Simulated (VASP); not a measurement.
A run of VASP 6.6.1 is set up as follows.

File POSCAR:

```
Sn
1.0
    3.3315678687      0.0000000000      0.0000000000
   -1.6657839343      2.8852224088      0.0000000000
    0.0000000000      0.0000000000      5.7197901046
Sn
2
Direct
    0.3333333333      0.6666666667      0.7500000000
    0.6666666667      0.3333333333      0.2500000000
```

INCAR.step1

```
PREC     = Accurate       # precision mode
ENCUT    = 520            # plane-wave cutoff, eV
ISMEAR   = 0              # smearing method
SIGMA    = 0.05           # smearing width, eV
LREAL    = False          # projectors in reciprocal space
LASPH    = True           # aspherical terms in the spheres
NELM     = 100            # most SCF steps
NBANDS   = 21             # bands
GGA      = PE             # functional
ALGO     = Normal         # electronic algorithm
EDIFF    = 1E-4           # SCF threshold, eV
LWAVE    = True           # write WAVECAR
LCHARG   = False          # write CHGCAR
```

File INCAR.step2:

```
PREC     = Accurate       # precision mode
ENCUT    = 520            # plane-wave cutoff, eV
EDIFF    = 1E-6           # SCF threshold, eV
ISMEAR   = 0              # smearing method
SIGMA    = 0.05           # smearing width, eV
LREAL    = False          # projectors in reciprocal space
LASPH    = True           # aspherical terms in the spheres
NELM     = 100            # most SCF steps
ALGO     = Normal         # electronic algorithm
ISIF     = 2              # what is computed and relaxed
LWAVE    = False          # write WAVECAR
LCHARG   = False          # write CHGCAR
METAGGA  = R2SCAN         # meta-GGA
LMIXTAU  = True         
NBANDS   = 21             # bands
ISTART   = 1
```

The input KPOINTS:

```
Automatic mesh
0
Gamma
  14 14 8
```

Potentials or basis: VASP PAW PBE potentials, release 64 (Sn_d).

The run is started by

```bash
$ cat potpaw_PBE.64/Sn_d/POTCAR > POTCAR
$ cp INCAR.step1 INCAR
$ mpirun -np 1 vasp_std > vasp.out
$ cp INCAR.step2 INCAR
$ mpirun -np 1 vasp_std > vasp.out
```

**Question.** Estimate the band gap on the k mesh.

**Answer.** Zero (band 14 reaches 14.57 eV, above the bottom of band 15 at 5.82 eV).

**Question.** Predict the pressure.

**Answer.** -1.0 GPa.

Caveat: the PAW data sets were made with another functional, which shifts forces and pressure a little; spin-orbit coupling is left out, which moves the levels of the heavy elements.
